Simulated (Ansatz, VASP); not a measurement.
Two plane-wave programs on Nb

```xyz
1
Lattice="-1.6556 1.6556 1.6556 1.6556 -1.6556 1.6556 1.6556 1.6556 -1.6556" Properties=species:S:1:pos:R:3 pbc="T T T"
Nb    0.0000    0.0000    0.0000
```

Alike in both runs: task relaxation of cell and atoms; functional PBE; dispersion D3(BJ); k mesh 18 × 18 × 18; occupations gaussian, width 0.1 eV; no spin polarisation.

|  | VASP | Ansatz |
| --- | --- | --- |
| version | VASP 6.6.1 | Ansatz 0.2.0 |
| potentials or method | VASP PAW PBE potentials, release 64 (Nb_sv), cutoff 600 eV | scalar-relativistic, plane waves, PAW |
| valence electrons in the cell | 13 | 13 |

```tsv
	VASP	Ansatz	Ansatz less VASP
gap on the k mesh at the Fermi level, each at its own relaxed structure (eV)	none	none	-
relaxed volume (Å³/atom)	17.40	17.43	+0.021
relaxed cell length with the largest relative difference (Å)	2.828	2.829	+0.0012
```

A gap of «none» marks a metal or a gap that the smearing closes.
